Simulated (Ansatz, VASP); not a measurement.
**MoS: VASP beside Ansatz**

```
Mo S
1.0
     0.00000    2.44824    2.44824
     2.44824    0.00000    2.44824
     2.44824    2.44824    0.00000
Mo S
1 1
Direct
  0.00000 0.00000 0.00000
  0.50000 0.50000 0.50000
```

Alike in both runs: functional PBEsol; k mesh 8 × 8 × 8; occupations gaussian, width 0.1 eV; no spin polarisation.

Ansatz relaxed the structure, and its values are those at the end. VASP's run is a single point on that final structure, the one shown.

|  | VASP | Ansatz |
| --- | --- | --- |
| version | VASP 6.6.1 | Ansatz 0.2.0 |
| potentials or method | VASP PAW PBE potentials, release 64 (Mo_sv, S), cutoff 520 eV | scalar-relativistic, plane waves, PAW |
| valence electrons in the cell | 20 | 20 |

VASP gave:

```
gap on the k mesh at the Fermi level (eV) : none
pressure (GPa)                            : 0.1
```

What did Ansatz give for the same quantities?

gap on the k mesh at the Fermi level (eV): none; pressure (GPa): -0.2.

VASP's potentials were made for PBE, not for PBEsol. A gap of «none» marks a metal or a gap that the smearing closes.
